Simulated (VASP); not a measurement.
InSb5, 6 atoms in the cell. The structure is tetragonal, space group P4/mmm (No. 123). Conventional cell: a = 3.377 Å, b = 3.377 Å, c = 14.503 Å, α = 90.00°, β = 90.00°, γ = 90.00°. In (site symmetry 4/mmm) has 4 In at 3.38 Å and 8 Sb at 3.46 Å within 4.4 Å. Within 4.4 Å of Sb (site symmetry 4mm) lie 12 Sb at 3.36 to 3.38 Å. Sb (site symmetry 4mm) has 8 Sb at 3.36 to 3.38 Å and 4 In at 3.46 Å within 4.4 Å. Within 4.4 Å of Sb (site symmetry 4/mmm) lie 12 Sb at 3.37 to 3.38 Å. The cell was built from a structure type or drawn by symmetry, and may not be a known phase.

| Item | Value |
| --- | --- |
| Program | VASP 6.6.1 |
| Task | single point |
| Functional | PBE |
| Potentials or basis | VASP PAW PBE potentials, release 64 (In_d, Sb) |
| Cutoff | 520 eV |
| k mesh | 6 × 6 × 2 |
| Occupations | gaussian, width 0.1 eV |
| Spin | no spin polarisation |
| Dipole correction | no |
| Further INCAR settings | ALGO = Normal; EDIFF = 1e-07; NBANDS = 28 |

Potentials or basis: VASP PAW PBE potentials, release 64 (In_d, Sb).

Launch:

```console
$ cat potpaw_PBE.64/In_d/POTCAR potpaw_PBE.64/Sb/POTCAR > POTCAR
$ mpirun -np 1 vasp_std > vasp.out
```

Hardware: 1 thread of Intel(R) Xeon(R) Platinum 8259CL CPU @ 2.50GHz (Skylake/Cascade Lake), with other jobs on the host.

Estimate the wall time of this run.

Run time: 120 s on 1 thread of Intel(R) Xeon(R) Platinum 8259CL CPU @ 2.50GHz (Skylake/Cascade Lake), with other jobs on the host, peak memory 0.31 GiB. Counts: scf iterations 15, k points 20.
